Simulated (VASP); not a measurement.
Input of a VASP 6.6.1 run:

Contents of INCAR:

```
SYSTEM = SnTe
ALGO = Normal
EDIFF = 1E-6
ENCUT = 520
GGA = CA
ISIF = 2
ISMEAR = 0
LASPH = .True.
LCHARG = .False.
LREAL = .False.
LWAVE = .False.
NBANDS = 17
NELM = 100
PREC = Accurate
SIGMA = 0.03
```

KPOINTS

```
k-points
0
Gamma
  10 10 10
  0 0 0
```

The input POSCAR:

```
SnTe
1.0
    0.0000000000      3.0457404333      3.2641954759
    3.0457404333      0.0000000000      3.2641954759
    3.0457404333      3.0457404333      0.0000000000
Sn Te
1 1
Direct
    0.0090907377     -0.0090907377     -0.0090907377
    0.4915426217      0.5084573783      0.5084573783
```

Potentials or basis: VASP PAW LDA potentials, release 64 (Sn_d, Te).

The run is started by

```console
$ cat potpaw_LDA.64/Sn_d/POTCAR potpaw_LDA.64/Te/POTCAR > POTCAR
$ mpirun -np 1 vasp_std > vasp.out
```

Task: What does it give for the largest force?

Result: 0.129 eV/Å.

Task: Estimate the band gap on the k mesh.

Result: 0.03 eV, indirect (least direct gap 0.48 eV).

Task: Predict the pressure.

Result: 0.9 GPa.

Forces on the atoms (eV/Å):
```
Sn   0.129  0.000  0.000
Te  -0.129  0.000  0.000
```

Caveat: the cell differs from its parent crystal (mode 4 frozen in at -0.057 Å, strain +e along z and -e/2 along x and y +0.0467); spin-orbit coupling is left out, which moves the levels of the heavy elements. A k mesh can miss the band edges.
